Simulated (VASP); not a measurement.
## CdSe: single point with r2SCAN0

Crystal: CdSe.

```xyz
2
Lattice="0.0000 3.1107 3.1107 3.1107 0.0000 3.1107 3.1107 3.1107 0.0000" Properties=species:S:1:pos:R:3 pbc="T T T"
Cd    0.0000    0.0000    0.0000
Se    1.5553    1.5553    1.5553
```

| Quantity | Value |
| --- | --- |
| Program | VASP 6.6.1 |
| Task | single point |
| Functional | r2SCAN0 |
| Potentials or basis | VASP PAW PBE potentials, release 64 (Cd, Se) |
| Cutoff | 520 eV |
| k mesh | 4 × 4 × 4 |
| Occupations | fermi-dirac, width 0.05 eV |
| Spin | no spin polarisation |

The pressure is -2.5 GPa and the band gap on the k mesh is 2.35 eV.

Levels at points of the mesh, in eV from the valence-band top:
| k point | band 5 | band 6 | band 7 | band 8 | band 9 | band 10 | band 11 | band 12 | band 13 | band 14 |
| --- | --- | --- | --- | --- | --- | --- | --- | --- | --- | --- |
| (0.00, 0.00, 0.00) | -8.87 | -8.87 | 0.00 | 0.00 | 0.00 | 2.35 | 8.04 | 8.04 | 8.04 | 11.70 |
| (0.50, 0.00, 0.00) | -8.86 | -8.59 | -4.34 | -0.71 | -0.71 | 4.27 | 8.47 | 8.47 | 9.22 | 11.98 |
| (0.50, 0.50, 0.00) | -8.83 | -8.51 | -4.06 | -1.78 | -1.78 | 4.93 | 5.64 | 11.05 | 12.37 | 12.37 |

Wall time 30 min on 1 thread of AMD EPYC 7R43 64-Core Processor (Zen 3), with other jobs on the host, peak memory 0.2 GiB.

Caveat: the k points lie up to 0.44 Å⁻¹ apart; the PAW data sets were made with another functional, which shifts forces and pressure a little.
